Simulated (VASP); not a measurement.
# Pb (Fm-3m) in VASP: single point with PBE

Aim: the single point of Pb with PBE.

Everything below comes from runs of VASP 6.6.1. Logs are shortened: lines on timing, memory, paths and dates and some standing lists are left out, and cuts for length are marked.

## (1) The cell of the first run

Symmetry: Fm-3m, No. 225, cubic system. Conventional cell: a = 6.462 Å, b = 6.462 Å, c = 6.462 Å, α = 90.00°, β = 90.00°, γ = 90.00°.

## (2) Single point, PBE

File INCAR:

```
PREC = Accurate
ENCUT = 500
EDIFF = 1E-6
ISMEAR = -1
SIGMA = 0.1
LREAL = F
LASPH = T
NELM = 120
ALGO = Normal
ISIF = 2
LWAVE = F
LCHARG = F
GGA = PE
NBANDS = 13
GGA_COMPAT = F
```

File KPOINTS:

```
Automatic mesh
0
Gamma
  6 6 6
```

File POSCAR:

```
Pb
1.0
    0.0000000000      3.2310000000      3.2310000000
    3.2310000000      0.0000000000      3.2310000000
    3.2310000000      3.2310000000      0.0000000000
Pb
1
Direct
    0.0000000000      0.0000000000      0.0000000000
```

Potentials or basis: VASP PAW PBE potentials, release 64 (Pb_d).

Run with:

```
> cat potpaw_PBE.64/Pb_d/POTCAR > POTCAR
> mpirun -np 1 vasp_std > vasp.out
```

OUTCAR:

```text
PREC = Accurate
   ENCUT = 500
   EDIFF = 1E-6
   ISMEAR = -1
   LREAL = F
   LASPH = T
   NELM = 120
   ISIF = 2
   GGA = PE

 ion  position               nearest neighbor table
   1  0.000  0.000  0.000-

  LATTYP: Found a face centered cubic cell.
 ALAT       =     6.4620000000

  Lattice vectors:

 A1 = (   0.0000000000,   3.2310000000,   3.2310000000)
 A2 = (   3.2310000000,   0.0000000000,   3.2310000000)
 A3 = (   3.2310000000,   3.2310000000,   0.0000000000)

Analysis of symmetry for initial positions (statically):
=====================================================================
 Subroutine PRICEL returns:
 Original cell was already a primitive cell.

 Routine SETGRP: Setting up the symmetry group for a
 face centered cubic supercell.

 Subroutine GETGRP returns: Found 48 space group operations
 (whereof 48 operations were pure point group operations)
 out of a pool of 48 trial point group operations.

The static configuration has the point symmetry O_h .

Analysis of symmetry for dynamics (positions and initial velocities):
=====================================================================
 Subroutine PRICEL returns:
 Original cell was already a primitive cell.

 Routine SETGRP: Setting up the symmetry group for a
 face centered cubic supercell.

 Subroutine GETGRP returns: Found 48 space group operations
 (whereof 48 operations were pure point group operations)
 out of a pool of 48 trial point group operations.

The dynamic configuration has the point symmetry O_h .

 Subroutine INISYM returns: Found 48 space group operations
 (whereof 48 operations are pure point group operations),
 and found     1 'primitive' translations

----------------------------------------------------------------------------------------

                                     Primitive cell

  volume of cell :      67.4592

  direct lattice vectors                    reciprocal lattice vectors
     0.000000000  3.231000000  3.231000000    -0.154750851  0.154750851  0.154750851
     3.231000000  0.000000000  3.231000000     0.154750851 -0.154750851  0.154750851
     3.231000000  3.231000000  0.000000000     0.154750851  0.154750851 -0.154750851

  length of vectors
     4.569324020  4.569324020  4.569324020     0.268036337  0.268036337  0.268036337

  position of ions in fractional coordinates (direct lattice)
     0.000000000  0.000000000  0.000000000

  ion indices of the primitive-cell ions
   primitive index   ion index
[... 70 lines left out ...]
   ISIF   =      2    stress and relaxation
   ISYM   =      2    0-nonsym 1-usesym 2-fastsym
   POTIM  = 0.5000    time-step for ionic-motion
   TEBEG  =    0.0;   TEEND  =   0.0 temperature during run
   PSTRESS=    0.0 pullay stress
   NELECT =      14.0000    total number of electrons
   NUPDOWN=      -1.0000    fix difference up-down
   EMIN   =  10.00;   EMAX   =-10.00  energy-range for DOS
   EFERMI =   0.00;   METHOD = LEGACY
   ISMEAR =    -1;   SIGMA  =   0.10  broadening in eV -4-tet -1-fermi 0-gaus
   EFERMI_NEDOS =   21; number of points for ismear=-14 and -15
   IALGO  =     38    algorithm
   IMIX   =      4    mixing-type and parameters
     AMIX     =   0.40;   BMIX     =  1.00
     AMIX_MAG =   1.60;   BMIX_MAG =  1.00
  volume/ion in A,a.u.               =      67.46       455.24
  Fermi-wavevector in a.u.,A,eV,Ry     =   0.969253  1.831623 12.782016  0.939452
  Thomas-Fermi vector in A             =   2.099290
   LORBIT       =      0    0 simple, 1 ext, 2 COOP (PROOUT), +10 PAW based schemes
   GGA     = PE    functional components
   LHFCALC =     F    Hartree Fock is set to
   AEXX    =    0.0000 exact exchange contribution
   IVDW    =     0    specifies the selected vdW correction
   LEPSILON=     F    determine dielectric tensor
   LRPA    =     F    only Hartree local field effects (RPA)
 non-spin polarized calculation
  energy-cutoff  :      500.00
  volume of cell :       67.46
 maximum number of plane-waves:      1736
 NGX is ok and might be reduce to    36
   NGX = 17   NGY = 17   NGZ = 17

 number of electron      14.0000002 magnetization

 Free energy of the ion-electron system (eV)
  ---------------------------------------------------
  ext. energy  EPLUGINS =         0.00000000
  ---------------------------------------------------
  free energy    TOTEN  =        -2.41665394 eV

  energy without entropy =       -2.38400129  energy(sigma->0) =       -2.40032762

 E-fermi :   1.2016     XC(G=0):  -6.9298

 val. band max:        0.8519447563   @ k =   0.3333   0.1667   0.0000
 cond. band min:       1.2164937292   @ k =  -0.1667   0.1667   0.0000
 fundamental gap:      0.3645489729
 Fermi energy:         1.2015638542

 k-point     1 :       0.0000    0.0000    0.0000
  band No.  band energies     occupation
      1     -16.1477      2.00000
      2     -16.1477      2.00000
      3     -16.1477      2.00000
      4     -16.1401      2.00000
      5     -16.1401      2.00000
      6      -7.6019      2.00000
      7       3.8894      0.00000
      8       3.8894      0.00000
      9       3.8894      0.00000
     10       5.1786      0.00000
     11       9.3573      0.00000
     12       9.3573      0.00000
     13       9.3573      0.00000
[... 226 lines left out ...]
  band No.  band energies     occupation
      1     -16.1487      2.00000
      2     -16.1458      2.00000
      3     -16.1345      2.00000
      4     -16.1344      2.00000
      5     -16.1273      2.00000
      6      -6.6340      2.00000
      7       0.3771      1.99948
      8       1.3912      0.26094
      9       1.8013      0.00496
     10       6.5757      0.00000
     11       7.7247      0.00000
     12      10.3395      0.00000
     13      10.8100      0.00000

------------------------ aborting loop because EDIFF is reached ----------------------------------------

  FORCE on cell =-STRESS in cart. coord.  units (eV):
  Direction    XX          YY          ZZ          XY          YZ          ZX
  --------------------------------------------------------------------------------------
  -------------------------------------------------------------------------------------
  Total       -2.1912292     -2.1912292     -2.1912292      0.0000000      0.0000000      0.0000000
  in kB      -52.0424244    -52.0424244    -52.0424244      0.0000000      0.0000000      0.0000000
  external PRESSURE =     -52.0424244 kB  Pullay stress =       0.0000000 kB

 VOLUME and BASIS-vectors are now :
 -----------------------------------------------------------------------------
  energy-cutoff  :      500.00
  volume of cell :       67.46
      direct lattice vectors                 reciprocal lattice vectors
     0.000000000  3.231000000  3.231000000    -0.154750851  0.154750851  0.154750851
     3.231000000  0.000000000  3.231000000     0.154750851 -0.154750851  0.154750851
     3.231000000  3.231000000  0.000000000     0.154750851  0.154750851 -0.154750851

 POSITION                                       TOTAL-FORCE (eV/Angst)
 -----------------------------------------------------------------------------------
      0.00000      0.00000      0.00000         0.000000      0.000000      0.000000
 -----------------------------------------------------------------------------------
    total drift:                               -0.000000      0.000000      0.000000

  FREE ENERGIE OF THE ION-ELECTRON SYSTEM (eV)
  ---------------------------------------------------
  free  energy   TOTEN  =        -2.4166539442 eV

  energy  without entropy=       -2.3840012915  energy(sigma->0) =       -2.40032762
```

stdout:

```text
POSCAR found type information on POSCAR Pb
 POSCAR found :  1 types and       1 ions
 scaLAPACK will be used
 LDA part: xc-table for (Slater+PW92), standard interpolation
 POSCAR, INCAR and KPOINTS ok, starting setup
 FFT: planning ... GRIDC
 FFT: planning ... GRID_SOFT
 FFT: planning ... GRID
 WAVECAR not read
 entering main loop
```

It took 12 s on 1 thread of Intel Xeon 6975P-C (Granite Rapids), shared host; peak memory 0.2 GiB.

What came out:

```
Free energy            : -2.4167 eV
Pressure               : -5.2 GPa
Band gap on the k mesh : zero (band 7 reaches 3.89 eV, above the bottom of band 8 at 0.75 eV)
```

Caveat: spin-orbit coupling is left out, which moves the levels of the heavy elements.
